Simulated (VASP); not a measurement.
A run of VASP 6.6.1 is set up as follows.

The input POSCAR:

```
BN
1.0
    0.0000000000      1.8048245542      1.8048245542
    1.8048245542      0.0000000000      1.8048245542
    1.8048245542      1.8048245542      0.0000000000
B N
1 1
Direct
    0.0000000000      0.0000000000      0.0000000000
    0.2500000000      0.2500000000      0.2500000000
```

Contents of INCAR.step1:

```
PREC = Accurate
ENCUT = 520
EDIFF = 1E-5
ISMEAR = 0
SIGMA = 0.01
LREAL = F
LASPH = T
NELM = 80
ALGO = Normal
ISIF = 2
LWAVE = T
LCHARG = F
NBANDS = 11
GGA = PE
```

INCAR.step2

```
PREC = Accurate
ENCUT = 520
EDIFF = 1E-6
ISMEAR = 0
SIGMA = 0.01
LREAL = F
LASPH = T
NELM = 80
ALGO = Normal
ISIF = 2
LWAVE = F
LCHARG = F
GGA = PE
LHFCALC = T
AEXX = 0.05
HFSCREEN = 0.2078
PRECFOCK = Normal
NBANDS = 11
ISTART = 1
```

KPOINTS

```
Automatic mesh
0
Gamma
  6 6 6
```

Potentials or basis: VASP PAW PBE potentials, release 64 (B, N).

Run with:

```sh
$ cat potpaw_PBE.64/B/POTCAR potpaw_PBE.64/N/POTCAR > POTCAR
$ cp INCAR.step1 INCAR
$ mpirun -np 1 vasp_std > vasp.out
$ cp INCAR.step2 INCAR
$ mpirun -np 1 vasp_std > vasp.out
```

**Question.** Predict the pressure.

**Answer.** 3.2 GPa.

**Question.** Predict the band gap on the k mesh.

**Answer.** 4.72 eV (least direct gap 9.18 eV).

Caveat: the k points lie up to 0.50 Å⁻¹ apart; the PAW data sets were made with another functional, which shifts forces and pressure a little. A k mesh can miss the band edges.
